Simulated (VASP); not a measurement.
# WAu in VASP: further runs

WAu is run at these levels: PBE; tasks: single point.

All numbers are computed with VASP 6.6.1; they aren't measurements. Logs are shortened: lines on timing, memory, paths and dates and some standing lists are left out, and cuts for length are marked.

### Step 1. The cell of the first run

Symmetry: F-43m, No. 216, cubic system. The conventional cell has a = 5.532 Å, b = 5.532 Å, c = 5.532 Å, α = 90.00°, β = 90.00°, γ = 90.00°. W (site symmetry -43m) has 4 Au at 2.40 Å within 3.2 Å. Au (site symmetry -43m) has 4 W at 2.40 Å within 3.2 Å.

### Step 2. Single point, PBE (volume scaled by 1.02)

Input file INCAR:

```
PREC = Accurate ; ENCUT = 520
EDIFF = 1E-7 ; ISMEAR = -1
SIGMA = 0.05 ; LREAL = F
LASPH = T ; NELM = 100
ALGO = Normal ; ISIF = 2
LWAVE = F ; LCHARG = T
GGA = PE ; LELF = T
LVHAR = T ; NBANDS = 20
```

Input file KPOINTS:

```
regular mesh
0
Gamma
  8 8 8
```

Input file POSCAR:

```
WAu
1.0
    0.0000000000      2.7661783285      2.7661783285
    2.7661783285      0.0000000000      2.7661783285
    2.7661783285      2.7661783285      0.0000000000
W Au
1 1
Direct
    0.0000000000      0.0000000000      0.0000000000
    0.7500000000      0.7500000000      0.7500000000
```

Potentials or basis: VASP PAW PBE potentials, release 64 (W_sv, Au).

Command:

```sh
$ cat potpaw_PBE.64/W_sv/POTCAR potpaw_PBE.64/Au/POTCAR > POTCAR
$ mpirun -np 1 vasp_std > vasp.out
```

OUTCAR:

```text
PREC = Accurate
   ENCUT = 520
   EDIFF = 1E-7
   ISMEAR = -1
   LREAL = F
   LASPH = T
   NELM = 100
   ISIF = 2
   GGA = PE

 ion  position               nearest neighbor table
   1  0.000  0.000  0.000-   2 2.40   2 2.40   2 2.40   2 2.40
   2  0.750  0.750  0.750-   1 2.40   1 2.40   1 2.40   1 2.40

  LATTYP: Found a face centered cubic cell.
 ALAT       =     5.5323566570

  Lattice vectors:

 A1 = (   0.0000000000,   2.7661783285,   2.7661783285)
 A2 = (   2.7661783285,   0.0000000000,   2.7661783285)
 A3 = (   2.7661783285,   2.7661783285,   0.0000000000)

Analysis of symmetry for initial positions (statically):
=====================================================================
 Subroutine PRICEL returns:
 Original cell was already a primitive cell.

 Routine SETGRP: Setting up the symmetry group for a
 face centered cubic supercell.

 Subroutine GETGRP returns: Found 24 space group operations
 (whereof 24 operations were pure point group operations)
 out of a pool of 48 trial point group operations.

The static configuration has the point symmetry T_d .

Analysis of symmetry for dynamics (positions and initial velocities):
=====================================================================
 Subroutine PRICEL returns:
 Original cell was already a primitive cell.

 Routine SETGRP: Setting up the symmetry group for a
 face centered cubic supercell.

 Subroutine GETGRP returns: Found 24 space group operations
 (whereof 24 operations were pure point group operations)
 out of a pool of 48 trial point group operations.

The dynamic configuration has the point symmetry T_d .

 Subroutine INISYM returns: Found 24 space group operations
 (whereof 24 operations are pure point group operations),
 and found     1 'primitive' translations

----------------------------------------------------------------------------------------

                                     Primitive cell

  volume of cell :      42.3322

  direct lattice vectors                    reciprocal lattice vectors
     0.000000000  2.766178329  2.766178329    -0.180754796  0.180754796  0.180754796
     2.766178329  0.000000000  2.766178329     0.180754796 -0.180754796  0.180754796
     2.766178329  2.766178329  0.000000000     0.180754796  0.180754796 -0.180754796

  length of vectors
     3.911966908  3.911966908  3.911966908     0.313076491  0.313076491  0.313076491

  position of ions in fractional coordinates (direct lattice)
     0.000000000  0.000000000  0.000000000
     0.750000000  0.750000000  0.750000000

  ion indices of the primitive-cell ions
   primitive index   ion index
                 1           1
                 2           2

----------------------------------------------------------------------------------------

 KPOINTS: regular mesh

Automatic generation of k-mesh.
 Grid dimensions read from file:
 generate k-points for:    8    8    8

 Generating k-lattice:

  Cartesian coordinates                     Fractional coordinates (reciprocal lattice)
    -0.022594350  0.022594350  0.022594350     0.125000000  0.000000000  0.000000000
     0.022594350 -0.022594350  0.022594350     0.000000000  0.125000000  0.000000000
     0.022594350  0.022594350 -0.022594350     0.000000000  0.000000000  0.125000000

  Length of vectors
     0.039134561  0.039134561  0.039134561

  Shift w.r.t. Gamma in fractional coordinates (k-lattice)
     0.000000000  0.000000000  0.000000000

 Subroutine IBZKPT returns following result:
 ===========================================

 Found     29 irreducible k-points:

 Following reciprocal coordinates:
            Coordinates               Weight
  0.000000  0.000000  0.000000      1.000000
  0.125000  0.000000  0.000000      8.000000
  0.250000  0.000000  0.000000      8.000000
  0.375000  0.000000  0.000000      8.000000
  0.500000  0.000000  0.000000      4.000000
  0.125000  0.125000  0.000000      6.000000
[... 16 lines left out ...]
  0.500000  0.250000  0.125000     48.000000
 -0.375000  0.250000  0.125000     24.000000
 [... further k-points ...]
   k-points           NKPTS =     29   k-points in BZ     NKDIM =     29   number of bands    NBANDS=     20
   number of dos      NEDOS =    301   number of ions     NIONS =      2
   total plane-waves  NPLWV =  27000
   dimension x,y,z NGX =    30 NGY =   30 NGZ =   30
   dimension x,y,z NGXF=    60 NGYF=   60 NGZF=   60
   ions per type =               1   1
   NGX,Y,Z   is equivalent  to a cutoff of  12.75, 12.75, 12.75 a.u.
   NGXF,Y,Z  is equivalent  to a cutoff of  25.50, 25.50, 25.50 a.u.
 SYSTEM =  unknown system
   PREC   = accura    normal or accurate (medium, high low for compatibility)
   ISTART =      0    job   : 0-new  1-cont  2-samecut
   ICHARG =      2    charge: 1-file 2-atom 10-const
   ISPIN  =      1    spin polarized calculation?
   LNONCOLLINEAR =      F non collinear calculations
   LSORBIT =      F    spin-orbit coupling
   LASPH  =      T    aspherical Exc in radial PAW
   ENCUT  =  520.0 eV  38.22 Ry    6.18 a.u.   7.27  7.27  7.27*2*pi/ulx,y,z
   NELM   =    100;   NELMIN=  2; NELMDL= -5     # of ELM steps
   EDIFF  = 0.1E-06   stopping-criterion for ELM
   LREAL  =      F    real-space projection
   EDIFFG = 0.1E-05   stopping-criterion for IOM
   NSW    =      0    number of steps for IOM
   IBRION =     -1    ionic relax: 0-MD 1-quasi-New 2-CG
   NFREE  =      0    steps in history (QN), initial steepest desc. (CG)
   ISIF   =      2    stress and relaxation
   ISYM   =      2    0-nonsym 1-usesym 2-fastsym
   POTIM  = 0.5000    time-step for ionic-motion
   TEBEG  =    0.0;   TEEND  =   0.0 temperature during run
   PSTRESS=    0.0 pullay stress
   NELECT =      25.0000    total number of electrons
   NUPDOWN=      -1.0000    fix difference up-down
   EMIN   =  10.00;   EMAX   =-10.00  energy-range for DOS
   EFERMI =   0.00;   METHOD = LEGACY
   ISMEAR =    -1;   SIGMA  =   0.05  broadening in eV -4-tet -1-fermi 0-gaus
   EFERMI_NEDOS =   21; number of points for ismear=-14 and -15
   IALGO  =     38    algorithm
   IMIX   =      4    mixing-type and parameters
     AMIX     =   0.40;   BMIX     =  1.00
     AMIX_MAG =   1.60;   BMIX_MAG =  1.00
  volume/ion in A,a.u.               =      21.17       142.84
  Fermi-wavevector in a.u.,A,eV,Ry     =   1.373508  2.595555 25.667736  1.886525
  Thomas-Fermi vector in A             =   2.499019
   LORBIT       =      0    0 simple, 1 ext, 2 COOP (PROOUT), +10 PAW based schemes
   GGA     = PE    functional components
   LHFCALC =     F    Hartree Fock is set to
   AEXX    =    0.0000 exact exchange contribution
   IVDW    =     0    specifies the selected vdW correction
   LEPSILON=     F    determine dielectric tensor
   LRPA    =     F    only Hartree local field effects (RPA)
 non-spin polarized calculation
  energy-cutoff  :      520.00
  volume of cell :       42.33
 maximum number of plane-waves:      1158
 NGX is ok and might be reduce to    30
   NGX = 15   NGY = 15   NGZ = 15

 number of electron      25.0000001 magnetization

 Free energy of the ion-electron system (eV)
  ---------------------------------------------------
  ext. energy  EPLUGINS =         0.00000000
  ---------------------------------------------------
  free energy    TOTEN  =       -11.80153111 eV

  energy without entropy =      -11.78497221  energy(sigma->0) =      -11.79325166

 E-fermi :   7.3584     XC(G=0): -11.4363

 val. band max:        7.3236711868   @ k =  -0.3750   0.2500   0.1250
 cond. band min:       7.4140228800   @ k =   0.3750   0.2500   0.0000
 fundamental gap:      0.0903516932
 Fermi energy:         7.3584032167

 k-point     1 :       0.0000    0.0000    0.0000
  band No.  band energies     occupation
      1     -66.7182      2.00000
      2     -31.0082      2.00000
      3     -31.0082      2.00000
      4     -31.0082      2.00000
      5      -1.0246      2.00000
      6       0.8061      2.00000
[... 12 lines left out ...]
     19      19.0717      0.00000
     20      19.1215      0.00000

 k-point     2 :       0.1250    0.0000    0.0000
  band No.  band energies     occupation
      1     -66.7178      2.00000
      2     -31.0118      2.00000
      3     -31.0077      2.00000
      4     -31.0077      2.00000
      5      -0.7509      2.00000
      6       0.7127      2.00000
[... 12 lines left out ...]
     19      19.1282      0.00000
     20      19.2520      0.00000

 k-point     3 :       0.2500    0.0000    0.0000
  band No.  band energies     occupation
      1     -66.7169      2.00000
      2     -31.0205      2.00000
      3     -31.0066      2.00000
      4     -31.0066      2.00000
      5      -0.0722      2.00000
      6       0.6673      2.00000
[... 12 lines left out ...]
     19      18.0250      0.00000
     20      19.9241      0.00000

 k-point     4 :       0.3750    0.0000    0.0000
  band No.  band energies     occupation
      1     -66.7159      2.00000
      2     -31.0290      2.00000
      3     -31.0054      2.00000
      4     -31.0054      2.00000
      5       0.3715      2.00000
      6       0.7740      2.00000
[... 12 lines left out ...]
     19      16.7633      0.00000
     20      21.2280      0.00000

 k-point     5 :       0.5000    0.0000    0.0000
  band No.  band energies     occupation
      1     -66.7156      2.00000
      2     -31.0325      2.00000
      3     -31.0049      2.00000
      4     -31.0049      2.00000
      5       0.4129      2.00000
      6       0.9533      2.00000
[... 12 lines left out ...]
     19      16.2693      0.00000
     20      21.5350      0.00000
[... 353 lines left out ...]
      6       0.5181      2.00000
[... 12 lines left out ...]
     19      17.6547      0.00000
     20      18.5689      0.00000

 k-point    22 :       0.3750    0.2500    0.1250
  band No.  band energies     occupation
      1     -66.7162      2.00000
      2     -31.0256      2.00000
      3     -31.0072      2.00000
      4     -31.0054      2.00000
      5       0.2834      2.00000
      6       0.5180      2.00000
[... 12 lines left out ...]
     19      17.8716      0.00000
     20      19.0505      0.00000

 k-point    23 :       0.5000    0.2500    0.1250
  band No.  band energies     occupation
      1     -66.7154      2.00000
      2     -31.0294      2.00000
      3     -31.0094      2.00000
      4     -31.0043      2.00000
      5       0.3780      2.00000
      6       0.5174      2.00000
[... 12 lines left out ...]
     19      17.8753      0.00000
     20      20.5165      0.00000

 k-point    24 :      -0.3750    0.2500    0.1250
  band No.  band energies     occupation
      1     -66.7151      2.00000
      2     -31.0306      2.00000
      3     -31.0106      2.00000
      4     -31.0039      2.00000
      5       0.3561      2.00000
      6       0.5578      2.00000
[... 12 lines left out ...]
     19      17.8192      0.00000
     20      21.5810      0.00000

 [... further k-points ...]

------------------------ aborting loop because EDIFF is reached ----------------------------------------

  FORCE on cell =-STRESS in cart. coord.  units (eV):
  Direction    XX          YY          ZZ          XY          YZ          ZX
  --------------------------------------------------------------------------------------
  -------------------------------------------------------------------------------------
  Total        7.3748580      7.3748580      7.3748580     -0.0000000     -0.0000000      0.0000000
  in kB      279.1217810    279.1217810    279.1217810     -0.0000000     -0.0000000      0.0000000
  external PRESSURE =     279.1217810 kB  Pullay stress =       0.0000000 kB

 VOLUME and BASIS-vectors are now :
 -----------------------------------------------------------------------------
  energy-cutoff  :      520.00
  volume of cell :       42.33
      direct lattice vectors                 reciprocal lattice vectors
     0.000000000  2.766178329  2.766178329    -0.180754796  0.180754796  0.180754796
     2.766178329  0.000000000  2.766178329     0.180754796 -0.180754796  0.180754796
     2.766178329  2.766178329  0.000000000     0.180754796  0.180754796 -0.180754796

 POSITION                                       TOTAL-FORCE (eV/Angst)
 -----------------------------------------------------------------------------------
      0.00000      0.00000      0.00000        -0.000000     -0.000000     -0.000000
      4.14927      4.14927      4.14927         0.000000      0.000000      0.000000
 -----------------------------------------------------------------------------------
    total drift:                                0.000001      0.000001      0.000001

  FREE ENERGIE OF THE ION-ELECTRON SYSTEM (eV)
  ---------------------------------------------------
  free  energy   TOTEN  =       -11.8015311069 eV

  energy  without entropy=      -11.7849722102  energy(sigma->0) =      -11.79325166
```

Wall time 23 s (1 thread of Intel Xeon Platinum 8488C (Sapphire Rapids), shared host); peak memory 0.18 GiB.

What came out:

```
Free energy : -11.8015 eV
Pressure    : 27.9 GPa
```

Caveat: spin-orbit coupling is left out, which moves the levels of the heavy elements.

### Step 3. Single point, PBE (volume scaled by 1.04)

Input file INCAR:

```
  ALGO = Normal
  EDIFF = 1E-7
  ENCUT = 520
  GGA = PE
  ISIF = 2
  ISMEAR = -1
  LASPH = True
  LCHARG = True
  LELF = True
  LREAL = False
  LVHAR = True
  LWAVE = False
  NBANDS = 20
  NELM = 100
  PREC = Accurate
  SIGMA = 0.05
```

Input file KPOINTS:

```
k-points
0
Gamma
  8 8 8
```

Input file POSCAR:

```
WAu
1.0
    0.0000000000      2.7841410288      2.7841410288
    2.7841410288      0.0000000000      2.7841410288
    2.7841410288      2.7841410288      0.0000000000
W Au
1 1
Direct
    0.0000000000      0.0000000000      0.0000000000
    0.7500000000      0.7500000000      0.7500000000
```

Potentials or basis: VASP PAW PBE potentials, release 64 (W_sv, Au).

Command:

```sh
$ cat potpaw_PBE.64/W_sv/POTCAR potpaw_PBE.64/Au/POTCAR > POTCAR
$ mpirun -np 1 vasp_std > vasp.out
```

OUTCAR:

```text
EDIFF = 1E-7
   ENCUT = 520
   GGA = PE
   ISIF = 2
   ISMEAR = -1
   LASPH = True
   LREAL = False
   NELM = 100
   PREC = Accurate

 ion  position               nearest neighbor table
   1  0.000  0.000  0.000-   2 2.41   2 2.41   2 2.41   2 2.41
   2  0.750  0.750  0.750-   1 2.41   1 2.41   1 2.41   1 2.41

  LATTYP: Found a face centered cubic cell.
 ALAT       =     5.5682820576

  Lattice vectors:

 A1 = (   0.0000000000,   2.7841410288,   2.7841410288)
 A2 = (   2.7841410288,   0.0000000000,   2.7841410288)
 A3 = (   2.7841410288,   2.7841410288,   0.0000000000)

Analysis of symmetry for initial positions (statically):
=====================================================================
 Subroutine PRICEL returns:
 Original cell was already a primitive cell.

 Routine SETGRP: Setting up the symmetry group for a
 face centered cubic supercell.

 Subroutine GETGRP returns: Found 24 space group operations
 (whereof 24 operations were pure point group operations)
 out of a pool of 48 trial point group operations.
[... 157 lines left out ...]
  ext. energy  EPLUGINS =         0.00000000
  ---------------------------------------------------
  free energy    TOTEN  =       -11.93420185 eV

  energy without entropy =      -11.91734082  energy(sigma->0) =      -11.92577134

 E-fermi :   7.1210     XC(G=0): -11.3335

 val. band max:        7.0860362659   @ k =  -0.3750   0.2500   0.1250
 cond. band min:       7.1740020625   @ k =   0.3750   0.2500   0.0000
 fundamental gap:      0.0879657966
 Fermi energy:         7.1209640309

 k-point     1 :       0.0000    0.0000    0.0000
  band No.  band energies     occupation
      1     -66.9906      2.00000
      2     -31.2647      2.00000
      3     -31.2647      2.00000
      4     -31.2647      2.00000
      5      -1.1480      2.00000
      6       0.6837      2.00000
[... 541 lines left out ...]
     19      17.4865      0.00000
     20      21.1471      0.00000

 [... further k-points ...]

------------------------ aborting loop because EDIFF is reached ----------------------------------------

  FORCE on cell =-STRESS in cart. coord.  units (eV):
  Direction    XX          YY          ZZ          XY          YZ          ZX
  --------------------------------------------------------------------------------------
  -------------------------------------------------------------------------------------
  Total        6.2541923      6.2541923      6.2541923      0.0000000      0.0000000      0.0000000
  in kB      232.1550467    232.1550467    232.1550467      0.0000000      0.0000000      0.0000000
  external PRESSURE =     232.1550467 kB  Pullay stress =       0.0000000 kB

 VOLUME and BASIS-vectors are now :
 -----------------------------------------------------------------------------
  energy-cutoff  :      520.00
  volume of cell :       43.16
      direct lattice vectors                 reciprocal lattice vectors
     0.000000000  2.784141029  2.784141029    -0.179588604  0.179588604  0.179588604
     2.784141029  0.000000000  2.784141029     0.179588604 -0.179588604  0.179588604
     2.784141029  2.784141029  0.000000000     0.179588604  0.179588604 -0.179588604

 POSITION                                       TOTAL-FORCE (eV/Angst)
 -----------------------------------------------------------------------------------
      0.00000      0.00000      0.00000         0.000000      0.000000      0.000000
      4.17621      4.17621      4.17621        -0.000000     -0.000000     -0.000000
 -----------------------------------------------------------------------------------
    total drift:                                0.000001      0.000001      0.000001

  FREE ENERGIE OF THE ION-ELECTRON SYSTEM (eV)
  ---------------------------------------------------
  free  energy   TOTEN  =       -11.9342018504 eV

  energy  without entropy=      -11.9173408248  energy(sigma->0) =      -11.92577134
```

stdout:

```text
POSCAR found type information on POSCAR W Au
 POSCAR found :  2 types and       2 ions
 scaLAPACK will be used
 LDA part: xc-table for (Slater+PW92), standard interpolation
 POSCAR, INCAR and KPOINTS ok, starting setup
 FFT: planning ... GRIDC
 FFT: planning ... GRID_SOFT
 FFT: planning ... GRID
 WAVECAR not read
 entering main loop
```

Run time: 23 s. Hardware: 1 thread of Intel Xeon Platinum 8488C (Sapphire Rapids), shared host; peak memory 0.18 GiB.

What came out:

| Property | Result |
| --- | --- |
| Free energy | -11.9342 eV |
| Pressure | 23.2 GPa |

Levels at points of the mesh, in eV from the Fermi level:
```
           k point  band 9  band 10  band 11  band 12  band 13  band 14  band 15  band 16  band 17  band 18
(0.00, 0.00, 0.00)   -6.17    -6.17    -0.83    -0.83    -0.83     1.98     1.98     9.01    11.65    11.65
(0.50, 0.00, 0.00)   -6.20    -5.44    -2.12    -0.23    -0.23     1.70     1.70     2.46     8.75     8.75
(0.50, 0.50, 0.00)   -5.53    -4.18    -3.09     0.39     1.42     1.85     1.85     3.43     3.64     3.64
```

Caveat: spin-orbit coupling is left out, which moves the levels of the heavy elements.

(Continued in part 2 of 2.)
